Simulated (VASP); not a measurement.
# HfH3 (I4/mmm) in VASP: further runs

The runs below take HfH3 through single point, relaxation of cell and atoms, with PBEsol+D3(BJ), LDA, BLYP+D3(BJ).

Program: VASP 6.6.1. These are calculated values, not measurements. Logs are shortened: lines on timing, memory, paths and dates and some standing lists are left out, and cuts for length are marked.

### 1 The cell of the first run

Symmetry: I4/mmm, No. 139, tetragonal system. Conventional cell: a = 3.023 Å, b = 3.023 Å, c = 5.796 Å, α = 90.00°, β = 90.00°, γ = 90.00°. Within 2.9 Å of Hf (site symmetry 4/mmm) lie 14 H at 2.09 to 2.90 Å. Within 2.9 Å of H (site symmetry -4m2) lie 4 Hf at 2.09 Å and 10 H at 2.09 to 2.90 Å. H (site symmetry 4/mmm) has 8 H at 2.09 Å and 6 Hf at 2.14 to 2.90 Å within 2.9 Å.

### 2 Single point, PBEsol+D3(BJ)

INCAR

```
PREC = Accurate ; ENCUT = 520
EDIFF = 1E-6 ; ISMEAR = 1
SIGMA = 0.1 ; LREAL = F
LASPH = T ; NELM = 60
ALGO = Normal ; ISIF = 2
LWAVE = F ; LCHARG = T
GGA = PS ; IVDW = 12
LELF = T ; LVHAR = T
NBANDS = 14
```

KPOINTS

```
regular mesh
0
Gamma
  12 12 12
```

POSCAR

```
HfH3
1.0
   -1.5115872568      1.5115872568      2.8979107651
    1.5115872568     -1.5115872568      2.8979107651
    1.5115872568      1.5115872568     -2.8979107651
Hf H
1 3
Direct
    0.0000000000      0.0000000000      0.0000000000
    0.7500000000      0.2500000000      0.5000000000
    0.2500000000      0.7500000000      0.5000000000
    0.5000000000      0.5000000000      0.0000000000
```

Potentials or basis: VASP PAW PBE potentials, release 64 (Hf_pv, H).

Command:

```console
cat potpaw_PBE.64/Hf_pv/POTCAR potpaw_PBE.64/H/POTCAR > POTCAR
mpirun -np 1 vasp_std > vasp.out
```

OUTCAR:

```text
PREC = Accurate
   ENCUT = 520
   EDIFF = 1E-6
   ISMEAR = 1
   LREAL = F
   LASPH = T
   NELM = 60
   ISIF = 2
   GGA = PS
   IVDW = 12
 IVDW          = 12

 ion  position               nearest neighbor table
   1  0.000  0.000  0.000-   2 2.09   3 2.09   2 2.09   3 2.09   2 2.09   3 2.09   2 2.09   3 2.09
                             4 2.14   4 2.14   4 2.14   4 2.14
   2  0.750  0.250  0.500-   1 2.09   1 2.09   1 2.09   1 2.09
   3  0.250  0.750  0.500-   1 2.09   1 2.09   1 2.09   1 2.09
   4  0.500  0.500  0.000-   1 2.14   1 2.14   1 2.14   1 2.14

  LATTYP: Found a body centered tetragonal cell.
 ALAT       =     3.0231745136
 C/A-ratio  =     1.9171309840

  Lattice vectors:

 A1 = (  -1.5115872568,   1.5115872568,   2.8979107651)
 A2 = (   1.5115872568,  -1.5115872568,   2.8979107651)
 A3 = (   1.5115872568,   1.5115872568,  -2.8979107651)

Analysis of symmetry for initial positions (statically):
=====================================================================
 Subroutine PRICEL returns:
 Original cell was already a primitive cell.

 Routine SETGRP: Setting up the symmetry group for a
 body centered tetragonal supercell.

 Subroutine GETGRP returns: Found 16 space group operations
 (whereof 16 operations were pure point group operations)
 out of a pool of 16 trial point group operations.

The static configuration has the point symmetry D_4h.

Analysis of symmetry for dynamics (positions and initial velocities):
=====================================================================
 Subroutine PRICEL returns:
 Original cell was already a primitive cell.

 Routine SETGRP: Setting up the symmetry group for a
 body centered tetragonal supercell.

 Subroutine GETGRP returns: Found 16 space group operations
 (whereof 16 operations were pure point group operations)
 out of a pool of 16 trial point group operations.

The dynamic configuration has the point symmetry D_4h.

 Subroutine INISYM returns: Found 16 space group operations
 (whereof 16 operations are pure point group operations),
 and found     1 'primitive' translations

----------------------------------------------------------------------------------------

                                     Primitive cell

  volume of cell :      26.4857

  direct lattice vectors                    reciprocal lattice vectors
    -1.511587257  1.511587257  2.897910765     0.000000000  0.330778126  0.172538094
     1.511587257 -1.511587257  2.897910765     0.330778126  0.000000000  0.172538094
     1.511587257  1.511587257 -2.897910765     0.330778126  0.330778126  0.000000000

  length of vectors
     3.601066352  3.601066352  3.601066352     0.373073133  0.373073133  0.467790912

  position of ions in fractional coordinates (direct lattice)
     0.000000000  0.000000000  0.000000000
     0.750000000  0.250000000  0.500000000
     0.250000000  0.750000000  0.500000000
     0.500000000  0.500000000  0.000000000

  ion indices of the primitive-cell ions
   primitive index   ion index
                 1           1
                 2           2
                 3           3
                 4           4

----------------------------------------------------------------------------------------

 KPOINTS: regular mesh

Automatic generation of k-mesh.
 Grid dimensions read from file:
 generate k-points for:   12   12   12

 Generating k-lattice:

  Cartesian coordinates                     Fractional coordinates (reciprocal lattice)
     0.000000000  0.027564844  0.014378175     0.083333333  0.000000000  0.000000000
     0.027564844  0.000000000  0.014378175     0.000000000  0.083333333  0.000000000
     0.027564844  0.027564844  0.000000000     0.000000000  0.000000000  0.083333333

  Length of vectors
     0.031089428  0.031089428  0.038982576

  Shift w.r.t. Gamma in fractional coordinates (k-lattice)
     0.000000000  0.000000000  0.000000000

 Subroutine IBZKPT returns following result:
 ===========================================

 Found    163 irreducible k-points:

 Following reciprocal coordinates:
            Coordinates               Weight
  0.000000  0.000000  0.000000      1.000000
  0.083333  0.000000 -0.000000      8.000000
  0.166667 -0.000000  0.000000      8.000000
  0.250000  0.000000 -0.000000      8.000000
  0.333333  0.000000  0.000000      8.000000
  0.416667  0.000000  0.000000      8.000000
[... 16 lines left out ...]
  0.500000  0.166667  0.000000     16.000000
 -0.416667  0.166667 -0.000000     16.000000
 [... further k-points ...]
   k-points           NKPTS =    163   k-points in BZ     NKDIM =    163   number of bands    NBANDS=     14
   number of dos      NEDOS =    301   number of ions     NIONS =      4
   total plane-waves  NPLWV =  21952
   dimension x,y,z NGX =    28 NGY =   28 NGZ =   28
   dimension x,y,z NGXF=    56 NGYF=   56 NGZF=   56
   ions per type =               1   3
   NGX,Y,Z   is equivalent  to a cutoff of  12.93, 12.93, 12.93 a.u.
   NGXF,Y,Z  is equivalent  to a cutoff of  25.85, 25.85, 25.85 a.u.
 SYSTEM =  unknown system
   PREC   = accura    normal or accurate (medium, high low for compatibility)
   ISTART =      0    job   : 0-new  1-cont  2-samecut
   ICHARG =      2    charge: 1-file 2-atom 10-const
   ISPIN  =      1    spin polarized calculation?
   LNONCOLLINEAR =      F non collinear calculations
   LSORBIT =      F    spin-orbit coupling
   LASPH  =      T    aspherical Exc in radial PAW
   ENCUT  =  520.0 eV  38.22 Ry    6.18 a.u.   6.70  6.70  6.70*2*pi/ulx,y,z
   NELM   =     60;   NELMIN=  2; NELMDL= -5     # of ELM steps
   EDIFF  = 0.1E-05   stopping-criterion for ELM
   LREAL  =      F    real-space projection
   EDIFFG = 0.1E-04   stopping-criterion for IOM
   NSW    =      0    number of steps for IOM
   IBRION =     -1    ionic relax: 0-MD 1-quasi-New 2-CG
   NFREE  =      0    steps in history (QN), initial steepest desc. (CG)
   ISIF   =      2    stress and relaxation
   ISYM   =      2    0-nonsym 1-usesym 2-fastsym
   POTIM  = 0.5000    time-step for ionic-motion
   TEBEG  =    0.0;   TEEND  =   0.0 temperature during run
   PSTRESS=    0.0 pullay stress
   NELECT =      13.0000    total number of electrons
   NUPDOWN=      -1.0000    fix difference up-down
   EMIN   =  10.00;   EMAX   =-10.00  energy-range for DOS
   EFERMI =   0.00;   METHOD = LEGACY
   ISMEAR =     1;   SIGMA  =   0.10  broadening in eV -4-tet -1-fermi 0-gaus
   EFERMI_NEDOS =   21; number of points for ismear=-14 and -15
   IALGO  =     38    algorithm
   IMIX   =      4    mixing-type and parameters
     AMIX     =   0.40;   BMIX     =  1.00
     AMIX_MAG =   1.60;   BMIX_MAG =  1.00
  volume/ion in A,a.u.               =       6.62        44.68
  Fermi-wavevector in a.u.,A,eV,Ry     =   1.291374  2.440344 22.689722  1.667648
  Thomas-Fermi vector in A             =   2.423148
   LORBIT       =      0    0 simple, 1 ext, 2 COOP (PROOUT), +10 PAW based schemes
   GGA     = PS    functional components
   LHFCALC =     F    Hartree Fock is set to
   AEXX    =    0.0000 exact exchange contribution
   IVDW    =    12    specifies the selected vdW correction
   LEPSILON=     F    determine dielectric tensor
   LRPA    =     F    only Hartree local field effects (RPA)
 non-spin polarized calculation
 Methfessel and Paxton  Order N= 1 SIGMA  =   0.10
  energy-cutoff  :      520.00
  volume of cell :       26.49
 maximum number of plane-waves:       729
   NGX = 13   NGY = 13   NGZ = 13

 number of electron      12.9999999 magnetization

 Free energy of the ion-electron system (eV)
  ---------------------------------------------------
  ext. energy  EPLUGINS =         0.00000000
  ---------------------------------------------------
  free energy    TOTEN  =       -21.59389208 eV

  energy without entropy =      -21.59392518  energy(sigma->0) =      -21.59390311

 E-fermi :   6.2717     XC(G=0): -11.9733

 val. band max:        6.2654459084   @ k =   0.5000   0.5000   0.2500
 cond. band min:       6.2788647751   @ k =   0.3333   0.3333   0.0833
 fundamental gap:      0.0134188667
 Fermi energy:         6.2716948108

 k-point     1 :       0.0000    0.0000    0.0000
  band No.  band energies     occupation
      1     -25.2790      2.00000
      2     -24.8859      2.00000
      3     -24.8859      2.00000
      4      -6.6784      2.00000
      5       2.6895      2.00000
      6       4.1486      2.00000
      7       5.3513      2.00000
      8       6.8003     -0.00000
      9       6.8003     -0.00000
     10      10.4560      0.00000
     11      12.6932      0.00000
     12      13.3083      0.00000
     13      18.3459      0.00000
     14      18.8066      0.00000

 k-point     2 :       0.0833    0.0000   -0.0000
  band No.  band energies     occupation
      1     -25.2861      2.00000
      2     -24.9420      2.00000
      3     -24.8834      2.00000
      4      -6.4751      2.00000
      5       2.7238      2.00000
      6       3.7613      2.00000
      7       4.8461      2.00000
      8       6.9042     -0.00000
      9       7.8436     -0.00000
     10      10.1198      0.00000
     11      12.1130      0.00000
     12      13.8321      0.00000
     13      18.3367      0.00000
     14      19.1842      0.00000
[... 343 lines left out ...]
      1     -25.6648      2.00000
      2     -25.3280      2.00000
      3     -25.0291      2.00000
      4      -2.0250      2.00000
      5      -1.0811      2.00000
      6       2.2334      2.00000
      7       5.1424      2.00000
      8       8.5949      0.00000
      9       9.0429      0.00000
     10      10.0876      0.00000
     11      13.4160      0.00000
     12      14.6213      0.00000
     13      16.0246      0.00000
     14      18.3585      0.00000

 k-point    24 :      -0.4167    0.1667   -0.0000
  band No.  band energies     occupation
      1     -25.6086      2.00000
      2     -25.3105      2.00000
      3     -25.0288      2.00000
      4      -2.8462      2.00000
      5      -0.5168      2.00000
      6       2.5092      2.00000
      7       5.1449      2.00000
      8       8.2969      0.00000
      9       8.3687      0.00000
     10      10.7172      0.00000
     11      13.2270      0.00000
     12      14.5197      0.00000
     13      16.8354      0.00000
     14      18.3677      0.00000

 [... further k-points ...]

------------------------ aborting loop because EDIFF is reached ----------------------------------------

 Edisp (eV)   -0.78490

 E8    (eV) :    -0.5192

  FORCE on cell =-STRESS in cart. coord.  units (eV):
  Direction    XX          YY          ZZ          XY          YZ          ZX
  --------------------------------------------------------------------------------------
  -------------------------------------------------------------------------------------
  Total      -0.17808    -0.17808    -0.15343     0.00000    -0.00000     0.00000
  in kB     -10.77225   -10.77225    -9.28120     0.00000    -0.00000     0.00000
  external pressure =      -10.28 kB  Pullay stress =        0.00 kB

 VOLUME and BASIS-vectors are now :
 -----------------------------------------------------------------------------
  energy-cutoff  :      520.00
  volume of cell :       26.49
      direct lattice vectors                 reciprocal lattice vectors
    -1.511587257  1.511587257  2.897910765     0.000000000  0.330778126  0.172538094
     1.511587257 -1.511587257  2.897910765     0.330778126  0.000000000  0.172538094
     1.511587257  1.511587257 -2.897910765     0.330778126  0.330778126  0.000000000

 POSITION                                       TOTAL-FORCE (eV/Angst)
 -----------------------------------------------------------------------------------
      0.00000      0.00000      0.00000        -0.000000      0.000000     -0.000000
      0.00000      1.51159      1.44896        -0.000000      0.000000      0.000000
      1.51159      0.00000      1.44896         0.000000     -0.000000     -0.000000
      0.00000      0.00000      2.89791        -0.000000      0.000000     -0.000000
 -----------------------------------------------------------------------------------
    total drift:                               -0.000000     -0.000000     -0.000000

  FREE ENERGIE OF THE ION-ELECTRON SYSTEM (eV)
  ---------------------------------------------------
  free  energy   TOTEN  =       -22.3787878830 eV

  energy  without entropy=      -22.3788209827  energy(sigma->0) =      -22.37879892
```

It took 33 s on 1 thread of Intel Xeon 6975P-C (Granite Rapids), shared host; peak memory 0.21 GiB.

Results:

| Property | Result |
| --- | --- |
| Free energy | -22.3788 eV |
| Pressure | -1.0 GPa |
| Band gap on the k mesh | zero (an odd number of electrons rules out a gap without spin polarisation) |
| Dispersion energy per atom | -0.196 eV |

Caveat: the PAW data sets were made with another functional, which shifts forces and pressure a little; spin-orbit coupling is left out, which moves the levels of the heavy elements; an odd number of electrons without spin polarisation forces a metal; a magnetic or distorted state may lie lower.

### 3 Single point, LDA

This run uses another cell than the first one, of 6.67 Å³/atom.

INCAR

```
SYSTEM = HfH3
  ALGO = Normal
  EDIFF = 1E-6
  ENCUT = 520
  ISIF = 2
  ISMEAR = 1
  LASPH = .TRUE.
  LCHARG = .FALSE.
  LREAL = .FALSE.
  LWAVE = .FALSE.
  NBANDS = 14
  NELM = 100
  PREC = Accurate
  SIGMA = 0.1
```

KPOINTS

```
k-points
0
G
  12 12 12
  0 0 0
```

POSCAR

```
HfH3
1.0
   -1.5127036211      1.5127036211      2.9161255787
    1.5127036211     -1.5127036211      2.9161255787
    1.5127036211      1.5127036211     -2.9161255787
Hf H
1 3
Direct
    0.0000000000      0.0000000000      0.0000000000
    0.7500000000      0.2500000000      0.5000000000
    0.2500000000      0.7500000000      0.5000000000
    0.5000000000      0.5000000000      0.0000000000
```

Potentials or basis: VASP PAW LDA potentials, release 64 (Hf_pv, H).

Command:

```console
cat potpaw_LDA.64/Hf_pv/POTCAR potpaw_LDA.64/H/POTCAR > POTCAR
mpirun -np 1 vasp_std > vasp.out
```

Wall time 30 s (1 thread of Intel Xeon 6975P-C (Granite Rapids), shared host); peak memory 0.19 GiB.

It converged, with:

```yaml
Free_energy: -22.5478 eV
Pressure: -0.5 GPa
Band_gap_on_the_k_mesh: zero (an odd number of electrons rules out a gap without spin polarisation)
```

Stress tensor (GPa, compression positive):
```
-0.47  0.00  0.00
 0.00 -0.47  0.00
 0.00  0.00 -0.57
```

Levels at points of the mesh, in eV from the Fermi level:
```tsv
k point	band 4	band 5	band 6	band 7	band 8	band 9
(0.00, 0.00, 0.00)	-12.79	-3.61	-2.12	-0.79	0.53	0.53
(0.50, 0.00, 0.00)	-8.70	-7.03	-2.38	-1.63	0.53	2.87
(0.50, 0.50, 0.00)	-8.02	-7.46	-4.71	1.26	1.47	3.49
(0.50, 0.50, 0.50)	-8.73	-7.77	-5.59	3.83	3.83	4.06
```

Caveat: spin-orbit coupling is left out, which moves the levels of the heavy elements; an odd number of electrons without spin polarisation forces a metal; a magnetic or distorted state may lie lower.

[end of part 1 of 2]

The gap in the log of VASP goes by the Fermi energy; the results here count the filled bands.